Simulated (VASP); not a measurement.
A run of VASP 6.6.1 is set up as follows.

INCAR

```
PREC     = Accurate       # precision mode
ENCUT    = 500            # plane-wave cutoff, eV
EDIFF    = 1E-6           # SCF threshold, eV
ISMEAR   = -1             # smearing method
SIGMA    = 0.05           # smearing width, eV
LREAL    = F              # projectors in reciprocal space
LASPH    = T              # aspherical terms in the spheres
NELM     = 120            # most SCF steps
ALGO     = Normal         # electronic algorithm
ISIF     = 2              # what is computed and relaxed
LWAVE    = F              # write WAVECAR
LCHARG   = F              # write CHGCAR
NBANDS   = 8              # bands
GGA_COMPAT= F
```

The input KPOINTS:

```
regular mesh
0
Gamma
  18 18 18
```

Contents of POSCAR:

```
Al
1.0
    0.0000000000      1.5263190457      1.5263190457
    1.5263190457      0.0000000000      1.5263190457
    1.5263190457      1.5263190457      0.0000000000
Al
1
Direct
    0.0000000000      0.0000000000      0.0000000000
```

Potentials or basis: VASP PAW LDA potentials, release 64 (Al).

Run with:

```bash
$ cat potpaw_LDA.64/Al/POTCAR > POTCAR
$ mpirun -np 1 vasp_std > vasp.out
```

**Question.** Predict the pressure.

**Answer.** 358.5 GPa.
